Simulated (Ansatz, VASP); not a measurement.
# Two plane-wave programs on BN

The input INCAR:

```
SYSTEM = BN
  PREC = Accurate
  ENCUT = 520
  EDIFF = 1E-6
  ISMEAR = 0
  SIGMA = 0.05
  LREAL = .FALSE.
  LASPH = .TRUE.
  NELM = 100
  ALGO = Normal
  ISIF = 2
  LWAVE = .FALSE.
  LCHARG = .FALSE.
  GGA = PS
  NBANDS = 16
```

The input KPOINTS:

```
regular mesh
0
G
  12 12 4
  0 0 0
```

File POSCAR:

```
BN
1.0
    2.5043488457      0.0000000000      0.0000000000
   -1.2521744229      2.1688297203      0.0000000000
    0.0000000000      0.0000000000      7.0190956742
B N
2 2
Direct
    0.3333333333      0.6666666667      0.2500000000
    0.6666666667      0.3333333333      0.7500000000
    0.2930574984      0.7767022939      0.7500000000
    0.6666666667      0.3333333333      0.2500000000
```

Input for Ansatz:

```yaml
crystal:
  lattice:
    - [2.5043488457, 0.0, 0.0]
    - [-1.2521744229, 2.1688297203, 0.0]
    - [0.0, 0.0, 7.0190956742]
  atoms:
    - { symbol: B, position: [0.3333333333, 0.6666666667, 0.25] }
    - { symbol: B, position: [0.6666666667, 0.3333333333, 0.75] }
    - { symbol: "N", position: [0.2930574984, 0.7767022939, 0.75] }
    - { symbol: "N", position: [0.6666666667, 0.3333333333, 0.25] }
basis:
  ecutwfc: 420
kpoints:
  mp_grid: { grid: [12, 12, 4] }
hamiltonian:
  xc: pbesol
scf:
  occupations: { method: gaussian, width: 0.05 }
output:
  forces: true
  stress: true
  eigenvalues: true
```

Alike in both runs: task single point; functional PBEsol; k mesh 12 × 12 × 4; occupations gaussian, width 0.05 eV; no spin polarisation.

|  | VASP | Ansatz |
| --- | --- | --- |
| version | VASP 6.6.1 | Ansatz 0.2.0 |
| potentials or method | VASP PAW PBE potentials, release 64 (B, N), cutoff 520 eV | scalar-relativistic, plane waves, PAW |
| valence electrons in the cell | 16 | 16 |

Ansatz gave:

```
gap on the k mesh at the Fermi level (eV)                     : 1.73
least direct gap on the mesh (eV)                             : 2.89
pressure (GPa)                                                : 15.7
traceless stress, the component that is largest in VASP (GPa) : 24.27
rms of the force components (eV/Å)                            : 4.328
```

Which values does VASP return?

gap on the k mesh at the Fermi level (eV): 1.71; least direct gap on the mesh (eV): 2.88; pressure (GPa): 15.9; traceless stress, the component that is largest in VASP (GPa): 24.53; rms of the force components (eV/Å): 4.340.

VASP's potentials were made for PBE, not for PBEsol. Atom by atom the forces differ by 0.018 eV/Å (rms over components). The functional is the same, so the differences come from potentials, cutoffs and numerics.
